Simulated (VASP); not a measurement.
# W8C8Cl in VASP: single point with PBEsol

Aim: the single point of W8C8Cl with PBEsol.

Everything below comes from runs of VASP 6.6.1. Logs are shortened: lines on timing, memory, paths and dates and some standing lists are left out, and cuts for length are marked.

## (1) The cell of the first run

The cell holds a slab with vacuum, 17 atoms: a = 5.804 Å, b = 5.662 Å, c = 16.189 Å, α = 90.00°, β = 90.00°, γ = 90.00°.

## (2) Single point, PBEsol

File INCAR:

```
SYSTEM = W8C8Cl
ALGO = Normal
EDIFF = 1E-6
ENCUT = 520
GGA = PS
ISIF = 2
ISMEAR = 0
LASPH = .TRUE.
LCHARG = .TRUE.
LELF = .TRUE.
LREAL = Auto
LVHAR = .TRUE.
LWAVE = .FALSE.
NBANDS = 90
NELM = 100
PREC = Accurate
SIGMA = 0.1
```

File KPOINTS:

```
k-points
0
G
  4 4 1
  0 0 0
```

File POSCAR:

```
W8C8Cl
1.0
    5.8040000000      0.0000000000      0.0000000000
    0.0000000000      5.6620000000      0.0000000000
    0.0000000000      0.0000000000     16.1886760000
W C Cl
8 8 1
Direct
    0.0000000000      0.0000000000      0.0617716000
    0.2527671079     -0.0021291534      0.2095986952
    0.0000000000      0.5000000000      0.0617716000
    0.2527771094      0.5021306384      0.2095925927
    0.5000000000      0.0000000000      0.0617716000
    0.7386254101     -0.0018625830      0.2175578452
    0.5000000000      0.5000000000      0.0617716000
    0.7386064792      0.5018770677      0.2175601814
   -0.0086215993      0.2499893527      0.1595972103
    0.2462121105      0.2499984322      0.3025781104
    0.0029360727      0.7500062624      0.1613974383
    0.4639801941      0.7499966864      0.2887034217
    0.5000813957      0.2499883888      0.1561514861
    0.6778725673      0.2499974399      0.3059438322
    0.5075595886      0.7500096466      0.1540967432
    0.6816843041      0.7500053984      0.3147686064
    0.4752499826      0.2500068097      0.3826782897
```

Potentials or basis: VASP PAW PBE potentials, release 64 (W_sv, C, Cl).

Command:

```sh
cat potpaw_PBE.64/W_sv/POTCAR potpaw_PBE.64/C/POTCAR potpaw_PBE.64/Cl/POTCAR > POTCAR
mpirun -np 1 vasp_std > vasp.out
```

OUTCAR:

```text
SYSTEM = W8C8Cl
   EDIFF = 1E-6
   ENCUT = 520
   GGA = PS
   ISIF = 2
   ISMEAR = 0
   LASPH = .TRUE.
   LREAL = Auto
   NELM = 100
   PREC = Accurate

 ion  position               nearest neighbor table
   1  0.000  0.000  0.062-   9 2.12  11 2.15   2 2.81   3 2.83   3 2.83   5 2.90   5 2.90   6 2.94

   2  0.253  0.998  0.210-  10 2.07  11 2.16  13 2.20  15 2.23   9 2.23  12 2.26   5 2.79   4 2.81
                             1 2.81   6 2.82   4 2.86   6 2.99
   3  0.000  0.500  0.062-   9 2.12  11 2.15   4 2.81   1 2.83   1 2.83   7 2.90   7 2.90   8 2.94

   4  0.253  0.502  0.210-  10 2.07  11 2.16  13 2.20  15 2.23   9 2.23  12 2.26   7 2.79   2 2.81
                             3 2.81   8 2.82   2 2.86   8 2.99
   5  0.500  0.000  0.062-  15 2.06  13 2.08   2 2.79   7 2.83   7 2.83   6 2.88   1 2.90   1 2.90

   6  0.739  0.998  0.218-  14 2.05  16 2.14  15 2.20  13 2.22   9 2.25  11 2.27  12 2.42   8 2.81
                             2 2.82   8 2.85   5 2.88   1 2.94   2 2.99
   7  0.500  0.500  0.062-  15 2.06  13 2.08   4 2.79   5 2.83   5 2.83   8 2.88   3 2.90   3 2.90

   8  0.739  0.502  0.218-  14 2.05  16 2.14  15 2.20  13 2.22   9 2.25  11 2.27  12 2.42   6 2.81
                             4 2.82   6 2.85   7 2.88   3 2.94   4 2.99
   9  0.991  0.250  0.160-   1 2.12   3 2.12   2 2.23   4 2.23   6 2.25   8 2.25
  10  0.246  0.250  0.303-  17 1.86   2 2.07   4 2.07
  11  0.003  0.750  0.161-   1 2.15   3 2.15   2 2.16   4 2.16   6 2.27   8 2.27
  12  0.464  0.750  0.289-  16 1.33   4 2.26   2 2.26   8 2.42   6 2.42
  13  0.500  0.250  0.156-   5 2.08   7 2.08   2 2.20   4 2.20   6 2.22   8 2.22
  14  0.678  0.250  0.306-  17 1.71   6 2.05   8 2.05
  15  0.508  0.750  0.154-   5 2.06   7 2.06   8 2.20   6 2.20   4 2.23   2 2.23
  16  0.682  0.750  0.315-  12 1.33   8 2.14   6 2.14
  17  0.475  0.250  0.383-  14 1.71  10 1.86

  LATTYP: Found a simple orthorhombic cell.
 ALAT       =     5.6620000000
 B/A-ratio  =     1.0250794772
 C/A-ratio  =     2.8591797951

  Lattice vectors:

 A1 = (   0.0000000000,  -5.6620000000,   0.0000000000)
 A2 = (   5.8040000000,   0.0000000000,   0.0000000000)
 A3 = (   0.0000000000,   0.0000000000,  16.1886760000)

Analysis of symmetry for initial positions (statically):
=====================================================================
 Subroutine PRICEL returns:
 Original cell was already a primitive cell.

 Routine SETGRP: Setting up the symmetry group for a
 simple orthorhombic supercell.

 Subroutine GETGRP returns: Found  1 space group operations
 (whereof  1 operations were pure point group operations)
 out of a pool of  8 trial point group operations.

The static configuration has the point symmetry C_1 .

Analysis of symmetry for dynamics (positions and initial velocities):
=====================================================================
 Subroutine PRICEL returns:
 Original cell was already a primitive cell.

 Routine SETGRP: Setting up the symmetry group for a
 simple orthorhombic supercell.

 Subroutine GETGRP returns: Found  1 space group operations
 (whereof  1 operations were pure point group operations)
 out of a pool of  8 trial point group operations.

The dynamic configuration has the point symmetry C_1 .

 Subroutine INISYM returns: Found  1 space group operations
 (whereof  1 operations are pure point group operations),
 and found     1 'primitive' translations

----------------------------------------------------------------------------------------

                                     Primitive cell

  volume of cell :     531.9963

  direct lattice vectors                    reciprocal lattice vectors
     5.804000000  0.000000000  0.000000000     0.172294969  0.000000000  0.000000000
     0.000000000  5.662000000  0.000000000     0.000000000  0.176616037  0.000000000
     0.000000000  0.000000000 16.188676000     0.000000000  0.000000000  0.061771574

  length of vectors
     5.804000000  5.662000000 16.188676000     0.172294969  0.176616037  0.061771574

  position of ions in fractional coordinates (direct lattice)
     0.000000000  0.000000000  0.061771600
     0.252767108  0.997870847  0.209598695
     0.000000000  0.500000000  0.061771600
     0.252777109  0.502130638  0.209592593
     0.500000000  0.000000000  0.061771600
     0.738625410  0.998137417  0.217557845
[... 9 lines left out ...]
     0.681684304  0.750005398  0.314768606
     0.475249983  0.250006810  0.382678290

  ion indices of the primitive-cell ions
   primitive index   ion index
                 1           1
                 2           2
                 3           3
                 4           4
                 5           5
                 6           6
[... 9 lines left out ...]
                16          16
                17          17

----------------------------------------------------------------------------------------

 KPOINTS: k-points

Automatic generation of k-mesh.
 Grid dimensions read from file:
 generate k-points for:    4    4    1

 Generating k-lattice:

  Cartesian coordinates                     Fractional coordinates (reciprocal lattice)
     0.043073742  0.000000000  0.000000000     0.250000000  0.000000000  0.000000000
     0.000000000  0.044154009  0.000000000     0.000000000  0.250000000  0.000000000
     0.000000000  0.000000000  0.061771574     0.000000000  0.000000000  1.000000000

  Length of vectors
     0.043073742  0.044154009  0.061771574

  Shift w.r.t. Gamma in fractional coordinates (k-lattice)
     0.000000000  0.000000000  0.000000000

 Subroutine IBZKPT returns following result:
 ===========================================

 Found     10 irreducible k-points:

 Following reciprocal coordinates:
            Coordinates               Weight
  0.000000  0.000000  0.000000      1.000000
  0.250000  0.000000  0.000000      2.000000
  0.500000  0.000000  0.000000      1.000000
  0.000000  0.250000  0.000000      2.000000
  0.250000  0.250000  0.000000      2.000000
 -0.250000  0.250000  0.000000      2.000000
  0.500000  0.250000  0.000000      2.000000
  0.000000  0.500000  0.000000      1.000000
  0.250000  0.500000  0.000000      2.000000
  0.500000  0.500000  0.000000      1.000000
   k-points           NKPTS =     10   k-points in BZ     NKDIM =     10   number of bands    NBANDS=     90
   number of dos      NEDOS =    301   number of ions     NIONS =     17
   total plane-waves  NPLWV = 241920
   dimension x,y,z NGX =    48 NGY =   42 NGZ =  120
   dimension x,y,z NGXF=    96 NGYF=   84 NGZF=  240
   ions per type =               8   8   1
   NGX,Y,Z   is equivalent  to a cutoff of  13.75, 12.33, 12.32 a.u.
   NGXF,Y,Z  is equivalent  to a cutoff of  27.50, 24.66, 24.65 a.u.
 SYSTEM =  W8C8Cl
   PREC   = accura    normal or accurate (medium, high low for compatibility)
   ISTART =      0    job   : 0-new  1-cont  2-samecut
   ICHARG =      2    charge: 1-file 2-atom 10-const
   ISPIN  =      1    spin polarized calculation?
   LNONCOLLINEAR =      F non collinear calculations
   LSORBIT =      F    spin-orbit coupling
   LASPH  =      T    aspherical Exc in radial PAW
   ENCUT  =  520.0 eV  38.22 Ry    6.18 a.u.  10.79 10.53 30.10*2*pi/ulx,y,z
   NELM   =    100;   NELMIN=  2; NELMDL= -5     # of ELM steps
   EDIFF  = 0.1E-05   stopping-criterion for ELM
   LREAL  =      T    real-space projection
   EDIFFG = 0.1E-04   stopping-criterion for IOM
   NSW    =      0    number of steps for IOM
   IBRION =     -1    ionic relax: 0-MD 1-quasi-New 2-CG
   NFREE  =      0    steps in history (QN), initial steepest desc. (CG)
   ISIF   =      2    stress and relaxation
   ISYM   =      2    0-nonsym 1-usesym 2-fastsym
   POTIM  = 0.5000    time-step for ionic-motion
   TEBEG  =    0.0;   TEEND  =   0.0 temperature during run
   PSTRESS=    0.0 pullay stress
   NELECT =     151.0000    total number of electrons
   NUPDOWN=      -1.0000    fix difference up-down
   EMIN   =  10.00;   EMAX   =-10.00  energy-range for DOS
   EFERMI =   0.00;   METHOD = LEGACY
   ISMEAR =     0;   SIGMA  =   0.10  broadening in eV -4-tet -1-fermi 0-gaus
   EFERMI_NEDOS =   21; number of points for ismear=-14 and -15
   IALGO  =     38    algorithm
   IMIX   =      4    mixing-type and parameters
     AMIX     =   0.40;   BMIX     =  1.00
     AMIX_MAG =   1.60;   BMIX_MAG =  1.00
  volume/ion in A,a.u.               =      31.29       211.18
  Fermi-wavevector in a.u.,A,eV,Ry     =   1.075881  2.033120 15.749018  1.157520
  Thomas-Fermi vector in A             =   2.211750
   LORBIT       =      0    0 simple, 1 ext, 2 COOP (PROOUT), +10 PAW based schemes
   GGA     = PS    functional components
   LHFCALC =     F    Hartree Fock is set to
   AEXX    =    0.0000 exact exchange contribution
   IVDW    =     0    specifies the selected vdW correction
   LEPSILON=     F    determine dielectric tensor
   LRPA    =     F    only Hartree local field effects (RPA)
 non-spin polarized calculation
 Gauss-broadening in eV      SIGMA  =   0.10
  energy-cutoff  :      520.00
  volume of cell :      532.00
 maximum number of plane-waves:     14354
 NGX is ok and might be reduce to    48
   NGX = 21   NGY = 21   NGZ = 61

 number of electron     151.0000000 magnetization

 Free energy of the ion-electron system (eV)
  ---------------------------------------------------
  ext. energy  EPLUGINS =         0.00000000
  ---------------------------------------------------
  free energy    TOTEN  =      -169.87532669 eV

  energy without entropy =     -169.82143042  energy(sigma->0) =     -169.84837855

 E-fermi :   0.6473     XC(G=0):  -6.0517

 val. band max:        0.5930793192   @ k =   0.5000   0.5000   0.0000
 cond. band min:       0.6549109525   @ k =   0.5000   0.0000   0.0000
 fundamental gap:      0.0618316333
 Fermi energy:         0.6472578366

 k-point     1 :       0.0000    0.0000    0.0000
  band No.  band energies     occupation
      1     -73.6180      2.00000
      2     -73.5757      2.00000
      3     -73.5639      2.00000
      4     -73.5327      2.00000
      5     -73.5241      2.00000
      6     -73.4914      2.00000
[... 889 lines left out ...]
     86       1.8112      0.00000
     87       2.0192      0.00000
 [bands above 87 left out]

------------------------ aborting loop because EDIFF is reached ----------------------------------------

  FORCE on cell =-STRESS in cart. coord.  units (eV):
  Direction    XX          YY          ZZ          XY          YZ          ZX
  --------------------------------------------------------------------------------------
  -------------------------------------------------------------------------------------
  Total      -18.7014901    -12.9583435      0.7721953     -0.0004748      0.0015477     -0.0074275
  in kB      -56.3220164    -39.0257690      2.3255684     -0.0014298      0.0046610     -0.0223690
  external PRESSURE =     -31.0074057 kB  Pullay stress =       0.0000000 kB

 VOLUME and BASIS-vectors are now :
 -----------------------------------------------------------------------------
  energy-cutoff  :      520.00
  volume of cell :      532.00
      direct lattice vectors                 reciprocal lattice vectors
     5.804000000  0.000000000  0.000000000     0.172294969  0.000000000  0.000000000
     0.000000000  5.662000000  0.000000000     0.000000000  0.176616037  0.000000000
     0.000000000  0.000000000 16.188676000     0.000000000  0.000000000  0.061771574

 POSITION                                       TOTAL-FORCE (eV/Angst)
 -----------------------------------------------------------------------------------
      0.00000      0.00000      1.00000        -0.031759     -0.103814      1.021961
      1.46706      5.64994      3.39313        -0.002179     -0.018402      0.022186
      0.00000      2.83100      1.00000        -0.031773      0.103542      1.022402
      1.46712      2.84306      3.39303        -0.004376      0.017745      0.023972
      2.90200      0.00000      1.00000         0.037849      0.203060     -1.146851
      4.28698      5.65145      3.52197         0.044891      0.009597     -0.004547
[... 9 lines left out ...]
      3.95650      4.24653      5.09569         0.092734      0.000025      0.089424
      2.75835      1.41554      6.19505         0.020421     -0.000266     -0.002217
 -----------------------------------------------------------------------------------
    total drift:                                0.013762      0.000296     -0.005679

  FREE ENERGIE OF THE ION-ELECTRON SYSTEM (eV)
  ---------------------------------------------------
  free  energy   TOTEN  =      -169.8753266882 eV

  energy  without entropy=     -169.8214304184  energy(sigma->0) =     -169.84837855
```

It took 30 min on 1 thread of AMD EPYC 7R13, shared host; peak memory 0.67 GiB.

Results:

```yaml
Free_energy: -169.8753 eV
Largest_force: 1.165 eV/Å
```

Forces in eV/Å, atoms in the order of the input:
```
W   -0.032 -0.104  1.022
W   -0.002 -0.018  0.022
W   -0.032  0.104  1.022
W   -0.004  0.018  0.024
W    0.038  0.203 -1.147
W    0.045  0.010 -0.005
W    0.038 -0.203 -1.146
W    0.048 -0.011 -0.005
C   -0.010  0.001  0.008
C    0.003  0.001  0.067
C   -0.026 -0.001 -0.008
C   -0.122  0.001 -0.007
C   -0.010  0.001  0.006
C   -0.054  0.001  0.054
C    0.008 -0.001  0.006
C    0.093  0.000  0.089
Cl   0.020  0.000 -0.002
```

Levels at points of the mesh, in eV from the Fermi level:
| k point | band 71 | band 72 | band 73 | band 74 | band 75 | band 76 | band 77 | band 78 | band 79 | band 80 |
| --- | --- | --- | --- | --- | --- | --- | --- | --- | --- | --- |
| (0.00, 0.00, 0.00) | -0.71 | -0.38 | -0.27 | -0.22 | -0.07 | 0.34 | 0.36 | 0.87 | 1.07 | 1.29 |
| (0.50, 0.00, 0.00) | -0.97 | -0.85 | -0.59 | -0.47 | -0.20 | -0.08 | 0.01 | 0.18 | 0.48 | 0.79 |
| (0.00, 0.50, 0.00) | -1.42 | -1.13 | -0.65 | -0.51 | -0.45 | 0.05 | 0.07 | 0.76 | 0.85 | 1.27 |
| (0.50, 0.50, 0.00) | -1.24 | -0.94 | -0.70 | -0.37 | -0.36 | -0.30 | -0.19 | -0.05 | 0.27 | 0.49 |

Caveat: the PAW data sets were made with another functional, which shifts forces and pressure a little; spin-orbit coupling is left out, which moves the levels of the heavy elements; an odd number of electrons without spin polarisation forces a metal; a magnetic or distorted state may lie lower.
